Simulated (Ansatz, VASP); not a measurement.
# TiAl2: VASP beside Ansatz

Contents of INCAR:

```
SYSTEM = TiAl2
PREC = Accurate ; ENCUT = 520
EDIFF = 1E-7 ; ISMEAR = -1
SIGMA = 0.01 ; LREAL = .FALSE.
LASPH = .TRUE. ; NELM = 80
ALGO = Fast ; ISIF = 2
LWAVE = .FALSE. ; LCHARG = .TRUE.
GGA = PS ; LELF = .TRUE.
LVHAR = .TRUE. ; NBANDS = 27
```

KPOINTS

```
Automatic mesh
0
G
  10 10 10
  0 0 0
```

Contents of POSCAR:

```
TiAl2
1.0
    1.9795500000     -6.0472000000      0.0000000000
    1.9795500000      6.0472000000      0.0000000000
    0.0000000000      0.0000000000      4.0315000000
Ti Al
2 4
Direct
    0.6490000000      0.3510000000      0.0000000000
    0.3510000000      0.6490000000      0.0000000000
    0.0000000000      0.0000000000      0.0000000000
    0.8240000000      0.1760000000      0.5000000000
    0.1760000000      0.8240000000      0.5000000000
    0.5000000000      0.5000000000      0.5000000000
```

Input for Ansatz:

```yaml
crystal:
  lattice:
    - [1.97955, -6.0472, 0.0]
    - [1.97955, 6.0472, 0.0]
    - [0.0, 0.0, 4.0315]
  atoms:
    - { symbol: Ti, position: [0.649, 0.351, 0.0] }
    - { symbol: Ti, position: [0.351, 0.649, 0.0] }
    - { symbol: Al, position: [0.0, 0.0, 0.0] }
    - { symbol: Al, position: [0.824, 0.176, 0.5] }
    - { symbol: Al, position: [0.176, 0.824, 0.5] }
    - { symbol: Al, position: [0.5, 0.5, 0.5] }
basis:
  ecutwfc: 420
kpoints:
  mp_grid: { grid: [10, 10, 10] }
hamiltonian:
  xc: pbesol
scf:
  occupations: { method: fermi_dirac, width: 0.01 }
output:
  forces: true
  stress: true
  eigenvalues: true
```

Alike in both runs: task single point; functional PBEsol; k mesh 10 × 10 × 10; occupations fermi-dirac, width 0.01 eV; no spin polarisation.

|  | VASP | Ansatz |
| --- | --- | --- |
| version | VASP 6.6.1 | Ansatz 0.2.0 |
| potentials or method | VASP PAW PBE potentials, release 64 (Ti_sv, Al), cutoff 520 eV | scalar-relativistic, plane waves, PAW |
| valence electrons in the cell | 36 | 36 |

VASP gave:

* gap on the k mesh at the Fermi level (eV): none
* pressure (GPa): -2.7
* traceless stress, the component that is largest in VASP (GPa): 1.76
* rms of the force components (eV/Å): 0.293

Q: Estimate Ansatz's values.

A: gap on the k mesh at the Fermi level (eV): none; pressure (GPa): -2.8; traceless stress, the component that is largest in VASP (GPa): 1.76; rms of the force components (eV/Å): 0.291.

VASP's potentials were made for PBE, not for PBEsol. Atom by atom the forces differ by 0.002 eV/Å (rms over components). A gap of «none» marks a metal or a gap that the smearing closes.
